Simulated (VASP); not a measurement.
# TePd (P6_3/mmc) in VASP: single point with LDA+U

Aim: the single point of TePd with LDA+U.

Everything below comes from runs of VASP 6.6.1. Logs are shortened: lines on timing, memory, paths and dates and some standing lists are left out, and cuts for length are marked.

### 1 The cell of the first run

It takes space group P6_3/mmc (No. 194, hexagonal). Conventional cell: a = 4.152 Å, b = 4.152 Å, c = 5.672 Å, α = 90.00°, β = 90.00°, γ = 120.00°. Within 3.7 Å of Pd (site symmetry -3m) lie 6 Te at 2.79 Å and 2 Pd at 2.84 Å. Within 3.7 Å of Te (site symmetry -6m2) lie 6 Pd at 2.79 Å.

### 2 Single point, LDA+U, collinear spin, ferromagnetic start

INCAR

```
SYSTEM = TePd
  PREC = Accurate
  ENCUT = 520
  EDIFF = 1E-6
  ISMEAR = 0
  SIGMA = 0.03
  LREAL = .FALSE.
  LASPH = .TRUE.
  NELM = 150
  ALGO = Normal
  ISIF = 2
  LWAVE = .FALSE.
  LCHARG = .FALSE.
  ISPIN = 2
  MAGMOM = 1 1 0 0
  LORBIT = 11
  LMAXMIX = 4
  LDAU = .TRUE.
  LDAUTYPE = 2
  LDAUL = 2 -1
  LDAUU = 1 0
  LDAUJ = 0 0
  LDAUPRINT = 1
  NBANDS = 28
```

KPOINTS

```
regular mesh
0
G
  6 6 4
  0 0 0
```

POSCAR

```
TePd
1.0
    4.1520982300      0.0000000000      0.0000000000
   -2.0760491200      3.5958225500      0.0000000000
    0.0000000000      0.0000000000      5.6719000000
Pd Te
2 2
Direct
    0.0000000000      0.0000000000      0.0000000000
    0.0000000000      0.0000000000      0.5000000000
    0.3333333300      0.6666666700      0.2500000000
    0.6666666700      0.3333333300      0.7500000000
```

Potentials or basis: VASP PAW LDA potentials, release 64 (Pd, Te).

Command:

```sh
$ cat potpaw_LDA.64/Pd/POTCAR potpaw_LDA.64/Te/POTCAR > POTCAR
$ mpirun -np 1 vasp_std > vasp.out
```

OUTCAR:

```text
SYSTEM = TePd
   PREC = Accurate
   ENCUT = 520
   EDIFF = 1E-6
   ISMEAR = 0
   LREAL = .FALSE.
   LASPH = .TRUE.
   NELM = 150
   ISIF = 2
   ISPIN = 2
   LORBIT = 11

 ion  position               nearest neighbor table
   1  0.000  0.000  0.000-   3 2.79   4 2.79   4 2.79   3 2.79   4 2.79   3 2.79   2 2.84   2 2.84

   2  0.000  0.000  0.500-   3 2.79   4 2.79   4 2.79   3 2.79   4 2.79   3 2.79   1 2.84   1 2.84

   3  0.333  0.667  0.250-   1 2.79   2 2.79   1 2.79   2 2.79   1 2.79   2 2.79
   4  0.667  0.333  0.750-   1 2.79   2 2.79   1 2.79   2 2.79   1 2.79   2 2.79

  LATTYP: Found a hexagonal cell.
 ALAT       =     4.1520982300
 C/A-ratio  =     1.3660322290

  Lattice vectors:

 A1 = (   4.1520982300,   0.0000000000,   0.0000000000)
 A2 = (  -2.0760491200,   3.5958225500,   0.0000000000)
 A3 = (   0.0000000000,   0.0000000000,   5.6719000000)

Analysis of symmetry for initial positions (statically):
=====================================================================
 Subroutine PRICEL returns:
 Original cell was already a primitive cell.

 Routine SETGRP: Setting up the symmetry group for a
 hexagonal supercell.

 Subroutine GETGRP returns: Found 24 space group operations
 (whereof 12 operations were pure point group operations)
 out of a pool of 24 trial point group operations.

The static configuration has the point symmetry D_3d.
 The point group associated with its full space group is D_6h.

Analysis of symmetry for dynamics (positions and initial velocities):
=====================================================================
 Subroutine PRICEL returns:
 Original cell was already a primitive cell.

 Routine SETGRP: Setting up the symmetry group for a
 hexagonal supercell.

 Subroutine GETGRP returns: Found 24 space group operations
 (whereof 12 operations were pure point group operations)
 out of a pool of 24 trial point group operations.

The dynamic configuration has the point symmetry D_3d.
 The point group associated with its full space group is D_6h.

Analysis of structural, dynamic, and magnetic symmetry:
=====================================================================
 Subroutine PRICEL returns:
 Original cell was already a primitive cell.

 Routine SETGRP: Setting up the symmetry group for a
 hexagonal supercell.

 Subroutine GETGRP returns: Found 24 space group operations
 (whereof 12 operations were pure point group operations)
 out of a pool of 24 trial point group operations.

The overall configuration has the point symmetry D_3d.
 The point group associated with its full space group is D_6h.

 Subroutine INISYM returns: Found 24 space group operations
 (whereof 12 operations are pure point group operations),
 and found     1 'primitive' translations

----------------------------------------------------------------------------------------

                                     Primitive cell

  volume of cell :      84.6826

  direct lattice vectors                    reciprocal lattice vectors
     4.152098230  0.000000000  0.000000000     0.240842086  0.139050244  0.000000000
    -2.076049120  3.595822550  0.000000000     0.000000000  0.278100486  0.000000000
     0.000000000  0.000000000  5.671900000     0.000000000  0.000000000  0.176307763

  length of vectors
     4.152098230  4.152098236  5.671900000     0.278100487  0.278100486  0.176307763

  position of ions in fractional coordinates (direct lattice)
[... 147 lines left out ...]
  o =  0.8304  v = -0.3036 -0.6535 -0.0000  0.3236  0.6132  0.0000  0.0000  0.0000  0.0000  0.0000      0.0000  0.0000  0.0000  0.0000  0.0000  0.0000  0.0000  0.0000  0.0000  0.0000
  o =  0.8923  v =  0.0000  0.0000  0.0000  0.0000  0.0000  0.0000  0.0000 -1.0000  0.0000  0.0000      0.0000  0.0000  0.0000  0.0000  0.0000  0.0000  0.0000  0.0000  0.0000  0.0000
  o =  0.8924  v =  0.0000  0.0000 -1.0000  0.0000  0.0000  0.0000  0.0000  0.0000  0.0000  0.0000      0.0000  0.0000  0.0000  0.0000  0.0000  0.0000  0.0000  0.0000  0.0000  0.0000
  o =  0.9097  v =  0.0000  0.0000  0.0000  0.0000  0.0000  0.6546  0.3030  0.0000  0.6121  0.3241      0.0000  0.0000  0.0000  0.0000  0.0000  0.0000  0.0000  0.0000  0.0000  0.0000
  o =  0.9097  v =  0.0000  0.0000  0.0000  0.0000  0.0000 -0.3241  0.6121  0.0000 -0.3030  0.6546      0.0000  0.0000  0.0000  0.0000  0.0000  0.0000  0.0000  0.0000  0.0000  0.0000
  o =  0.9098  v =  0.6535  0.3036  0.0000  0.6132  0.3236  0.0000  0.0000  0.0000  0.0000  0.0000      0.0000  0.0000  0.0000  0.0000  0.0000  0.0000  0.0000  0.0000  0.0000  0.0000
  o =  0.9098  v = -0.3236  0.6132  0.0000 -0.3036  0.6535  0.0000  0.0000  0.0000  0.0000  0.0000      0.0000  0.0000  0.0000  0.0000  0.0000  0.0000  0.0000  0.0000  0.0000  0.0000

atom =   2  type =  1  l = 2

 onsite density matrix

spin component  1

  0.8726 -0.0000  0.0000 -0.0396 -0.0000
 -0.0000  0.8676 -0.0000 -0.0000 -0.0396
  0.0000 -0.0000  0.8924 -0.0000  0.0000
 -0.0396 -0.0000 -0.0000  0.8676  0.0000
 -0.0000 -0.0396  0.0000  0.0000  0.8726

spin component  2

  0.8725 -0.0000  0.0000 -0.0399 -0.0000
 -0.0000  0.8671 -0.0000 -0.0000 -0.0399
  0.0000 -0.0000  0.8923 -0.0000  0.0000
 -0.0399 -0.0000 -0.0000  0.8671  0.0000
 -0.0000 -0.0399  0.0000  0.0000  0.8725

 occupancies and eigenvectors

  o =  0.8299  v =  0.0000  0.0000  0.0000  0.0000  0.0000  0.6121  0.3241 -0.0000  0.6546  0.3030      0.0000  0.0000  0.0000  0.0000  0.0000  0.0000  0.0000  0.0000  0.0000  0.0000
  o =  0.8299  v =  0.0000  0.0000  0.0000  0.0000  0.0000 -0.3030  0.6546 -0.0000 -0.3241  0.6121      0.0000  0.0000  0.0000  0.0000  0.0000  0.0000  0.0000  0.0000  0.0000  0.0000
  o =  0.8304  v =  0.6132  0.3236 -0.0000  0.6535  0.3036  0.0000  0.0000  0.0000  0.0000  0.0000      0.0000  0.0000  0.0000  0.0000  0.0000  0.0000  0.0000  0.0000  0.0000  0.0000
  o =  0.8304  v = -0.3036  0.6535 -0.0000 -0.3236  0.6132  0.0000  0.0000  0.0000  0.0000  0.0000      0.0000  0.0000  0.0000  0.0000  0.0000  0.0000  0.0000  0.0000  0.0000  0.0000
  o =  0.8923  v =  0.0000  0.0000  0.0000  0.0000  0.0000  0.0000 -0.0000 -1.0000 -0.0000  0.0000      0.0000  0.0000  0.0000  0.0000  0.0000  0.0000  0.0000  0.0000  0.0000  0.0000
  o =  0.8924  v =  0.0000 -0.0000 -1.0000 -0.0000  0.0000  0.0000  0.0000  0.0000  0.0000  0.0000      0.0000  0.0000  0.0000  0.0000  0.0000  0.0000  0.0000  0.0000  0.0000  0.0000
  o =  0.9097  v =  0.0000  0.0000  0.0000  0.0000  0.0000  0.6546 -0.3030  0.0000 -0.6121  0.3241      0.0000  0.0000  0.0000  0.0000  0.0000  0.0000  0.0000  0.0000  0.0000  0.0000
  o =  0.9097  v =  0.0000  0.0000  0.0000  0.0000  0.0000 -0.3241 -0.6121  0.0000  0.3030  0.6546      0.0000  0.0000  0.0000  0.0000  0.0000  0.0000  0.0000  0.0000  0.0000  0.0000
  o =  0.9098  v =  0.6535 -0.3036  0.0000 -0.6132  0.3236  0.0000  0.0000  0.0000  0.0000  0.0000      0.0000  0.0000  0.0000  0.0000  0.0000  0.0000  0.0000  0.0000  0.0000  0.0000
  o =  0.9098  v = -0.3236 -0.6132  0.0000  0.3036  0.6535  0.0000  0.0000  0.0000  0.0000  0.0000      0.0000  0.0000  0.0000  0.0000  0.0000  0.0000  0.0000  0.0000  0.0000  0.0000

 number of electron      31.9999995 magnetization       0.0074099

 Free energy of the ion-electron system (eV)
  ---------------------------------------------------
  ext. energy  EPLUGINS =         0.00000000
  ---------------------------------------------------
  free energy    TOTEN  =       -20.96671767 eV

  energy without entropy =      -20.96261085  energy(sigma->0) =      -20.96466426

 E-fermi :   8.9177     XC(G=0): -11.3552

 val. band max:        8.8509040213   @ k =   0.1667   0.0000   0.5000
 cond. band min:       8.9261472557   @ k =   0.3333   0.0000   0.5000
 fundamental gap:      0.0752432344
 Fermi energy:         8.9177472721

 spin component 1

 k-point     1 :       0.0000    0.0000    0.0000
  band No.  band energies     occupation
      1      -4.4652      1.00000
      2      -2.1103      1.00000
      3       2.4788      1.00000
      4       3.4616      1.00000
      5       3.4616      1.00000
      6       4.3057      1.00000
[... 640 lines left out ...]
     27      18.8593      0.00000
     28      18.8593      0.00000
 Fermi energy:         8.9177472721

 spin component 2

 k-point     1 :       0.0000    0.0000    0.0000
  band No.  band energies     occupation
      1      -4.4642      1.00000
      2      -2.1092      1.00000
      3       2.4798      1.00000
      4       3.4630      1.00000
      5       3.4630      1.00000
      6       4.3067      1.00000
[... 640 lines left out ...]
     27      18.8602      0.00000
     28      18.8602      0.00000

------------------------ aborting loop because EDIFF is reached ----------------------------------------

  FORCE on cell =-STRESS in cart. coord.  units (eV):
  Direction    XX          YY          ZZ          XY          YZ          ZX
  --------------------------------------------------------------------------------------
  -------------------------------------------------------------------------------------
  Total       -2.1422361     -2.1422361     -2.7014920      0.0000000     -0.0000000      0.0000000
  in kB      -40.5306410    -40.5306411    -51.1116424      0.0000001     -0.0000000      0.0000000
  external PRESSURE =     -44.0576415 kB  Pullay stress =       0.0000000 kB

 VOLUME and BASIS-vectors are now :
 -----------------------------------------------------------------------------
  energy-cutoff  :      520.00
  volume of cell :       84.68
      direct lattice vectors                 reciprocal lattice vectors
     4.152098230  0.000000000  0.000000000     0.240842086  0.139050244  0.000000000
    -2.076049120  3.595822550  0.000000000     0.000000000  0.278100486  0.000000000
     0.000000000  0.000000000  5.671900000     0.000000000  0.000000000  0.176307763

 POSITION                                       TOTAL-FORCE (eV/Angst)
 -----------------------------------------------------------------------------------
      0.00000      0.00000      0.00000        -0.000000      0.000000     -0.000000
      0.00000      0.00000      2.83595        -0.000000      0.000000     -0.000000
     -0.00000      2.39722      1.41797        -0.000000      0.000000      0.000000
      2.07605      1.19861      4.25392         0.000000      0.000000      0.000000
 -----------------------------------------------------------------------------------
    total drift:                                0.000000     -0.000000      0.000000

  FREE ENERGIE OF THE ION-ELECTRON SYSTEM (eV)
  ---------------------------------------------------
  free  energy   TOTEN  =       -20.9667176741 eV

  energy  without entropy=      -20.9626108481  energy(sigma->0) =      -20.96466426

 total charge

# of ion       s       p       d       tot
------------------------------------------
    1        0.422   0.459   8.699   9.580
    2        0.422   0.459   8.699   9.580
    3        1.403   1.837   0.079   3.318
    4        1.403   1.837   0.079   3.318
--------------------------------------------------
tot          3.649   4.592  17.556  25.798

 magnetization (x)

# of ion       s       p       d       tot
------------------------------------------
    1        0.000   0.000   0.001   0.001
    2        0.000   0.000   0.001   0.001
    3        0.000   0.001   0.000   0.001
    4        0.000   0.001   0.000   0.001
--------------------------------------------------
tot          0.001   0.002   0.002   0.005
```

It took 48 s on 1 thread of Intel Xeon Platinum 8488C (Sapphire Rapids), shared host; peak memory 0.22 GiB.

Results:

| Item | Value |
| --- | --- |
| Free energy | -20.9667 eV |
| Pressure | -4.4 GPa |
| Band gap on the k mesh | zero (filled and empty bands overlap) |
| Net moment | 0.01 μB per cell |
| Valence electrons inside the program's atomic spheres | Pd 9.58; Te 3.32 |

Levels at points of the mesh, in eV from the Fermi level:
Spin up:
| k point | band 13 | band 14 | band 15 | band 16 | band 17 | band 18 | band 19 | band 20 |
| --- | --- | --- | --- | --- | --- | --- | --- | --- |
| (0.00, 0.00, 0.00) | -0.97 | -0.97 | -0.35 | 0.58 | 1.82 | 1.82 | 2.46 | 3.39 |
| (0.50, 0.00, 0.00) | -2.44 | -2.27 | -2.26 | -1.61 | 0.86 | 2.29 | 3.98 | 4.10 |
| (0.00, 0.00, 0.50) | -1.82 | -1.82 | 0.91 | 0.91 | 0.91 | 0.91 | 4.56 | 4.56 |
| (0.50, 0.00, 0.50) | -2.72 | -2.72 | -0.39 | -0.39 | 0.49 | 0.49 | 3.47 | 3.47 |
Spin down:
| k point | band 13 | band 14 | band 15 | band 16 | band 17 | band 18 | band 19 | band 20 |
| --- | --- | --- | --- | --- | --- | --- | --- | --- |
| (0.00, 0.00, 0.00) | -0.97 | -0.97 | -0.34 | 0.58 | 1.82 | 1.82 | 2.46 | 3.39 |
| (0.50, 0.00, 0.00) | -2.44 | -2.27 | -2.26 | -1.60 | 0.86 | 2.29 | 3.98 | 4.10 |
| (0.00, 0.00, 0.50) | -1.82 | -1.82 | 0.91 | 0.91 | 0.91 | 0.91 | 4.56 | 4.56 |
| (0.50, 0.00, 0.50) | -2.72 | -2.72 | -0.38 | -0.38 | 0.50 | 0.50 | 3.47 | 3.47 |

Eigenvalues of the final occupation matrices:
```
    site  spin  trace               eigenvalues
site 1 d     1   4.37  0.83 0.83 0.89 0.91 0.91
site 1 d     2   4.37  0.83 0.83 0.89 0.91 0.91
site 2 d     1   4.37  0.83 0.83 0.89 0.91 0.91
site 2 d     2   4.37  0.83 0.83 0.89 0.91 0.91
```

Caveat: spin-orbit coupling is left out, which moves the levels of the heavy elements; the U is typed as a test and isn't derived for this compound. The state reached can hang on the start; a lower one may exist.
